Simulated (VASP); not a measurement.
A run of VASP 6.6.1:

File INCAR:

```
PREC = Accurate ; ENCUT = 520
EDIFF = 1E-6 ; ISMEAR = -1
SIGMA = 0.15 ; LREAL = F
LASPH = T ; NELM = 100
ALGO = Normal ; ISIF = 2
LWAVE = F ; LCHARG = F
GGA = CA ; NBANDS = 11
```

Contents of KPOINTS:

```
regular mesh
0
Gamma
  20 20 20
```

Contents of POSCAR:

```
Pt
1.0
    0.0000000000      1.9355575024      1.9355575024
    1.9355575024      0.0000000000      1.9355575024
    1.9355575024      1.9355575024      0.0000000000
Pt
1
Direct
    0.0000000000      0.0000000000      0.0000000000
```

Potentials or basis: VASP PAW LDA potentials, release 64 (Pt).

Command:

```bash
$ cat potpaw_LDA.64/Pt/POTCAR > POTCAR
$ mpirun -np 1 vasp_std > vasp.out
```

Hardware: 1 thread of Intel(R) Xeon(R) Platinum 8559C (Emerald Rapids) (shared host).

**Question.** Estimate the wall time of this run.

**Answer.** It took 16 s on 1 thread of Intel(R) Xeon(R) Platinum 8559C (Emerald Rapids) (shared host), peak memory 0.15 GiB. Counts: scf iterations 11, k points 256.
